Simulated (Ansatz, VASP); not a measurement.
# One calculation of ZnO, two programs

The input INCAR:

```
SYSTEM = ZnO
PREC     = Accurate       ! precision mode
ENCUT    = 520            ! plane-wave cutoff, eV
EDIFF    = 1E-6           ! SCF threshold, eV
ISMEAR   = 0              ! smearing method
SIGMA    = 0.01           ! smearing width, eV
LREAL    = .False.        ! projectors in reciprocal space
LASPH    = .True.         ! aspherical terms in the spheres
NELM     = 100            ! most SCF steps
ALGO     = Normal         ! electronic algorithm
ISIF     = 2              ! what is computed and relaxed
LWAVE    = .False.        ! write WAVECAR
LCHARG   = .True.         ! write CHGCAR
GGA      = PE             ! functional
LELF     = .True.         ! ELF
LVHAR    = .True.       
NBANDS   = 26             ! bands
```

KPOINTS

```
Automatic mesh
0
Gamma
  9 9 4
  0 0 0
```

POSCAR

```
ZnO
1.0
    3.0251896613      0.0000000000      0.0000000000
   -1.5125948307      2.6198910980      0.0000000000
    0.0000000000      0.0000000000      5.1920976491
Zn O
2 2
Direct
    0.0000000000      0.0000000000      0.0000000000
    0.0000000000      0.0000000000      0.5000000000
    0.3333333333      0.6666666667      0.2500000000
    0.6666666667      0.3333333333      0.7500000000
```

Input for Ansatz:

```yaml
crystal:
  lattice:
    - [3.0251896613, 0.0, 0.0]
    - [-1.5125948307, 2.619891098, 0.0]
    - [0.0, 0.0, 5.1920976491]
  atoms:
    - { symbol: Zn, position: [0.0, 0.0, 0.0] }
    - { symbol: Zn, position: [0.0, 0.0, 0.5] }
    - { symbol: O, position: [0.3333333333, 0.6666666667, 0.25] }
    - { symbol: O, position: [0.6666666667, 0.3333333333, 0.75] }
kpoints:
  mp_grid: { grid: [9, 9, 4] }
hamiltonian:
  xc: pbe
scf:
  occupations: { method: fixed }
  n_extra_bands: 5
output:
  forces: true
  stress: true
  eigenvalues: true
```

Alike in both runs: task single point; functional PBE; k mesh 9 × 9 × 4; no spin polarisation.

|  | VASP | Ansatz |
| --- | --- | --- |
| version | VASP 6.6.1 | Ansatz 0.2.0 |
| potentials or method | VASP PAW PBE potentials, release 64 (Zn, O) | plane waves, PAW |
| plane-wave cutoff (eV) | 520 | 420 |
| occupations | gaussian, width 0.01 eV | fixed |
| valence electrons in the cell | 36 | 36 |

Ansatz gave:

| Item | Value |
| --- | --- |
| gap on the k mesh at the Fermi level (eV) | 0.54 |
| pressure (GPa) | 0.0 |
| traceless stress, the component that is largest in VASP (GPa) | 0.01 |

Q: Which values does VASP return?

A: gap on the k mesh at the Fermi level (eV): 0.52; pressure (GPa): 0.9; traceless stress, the component that is largest in VASP (GPa): 0.08.
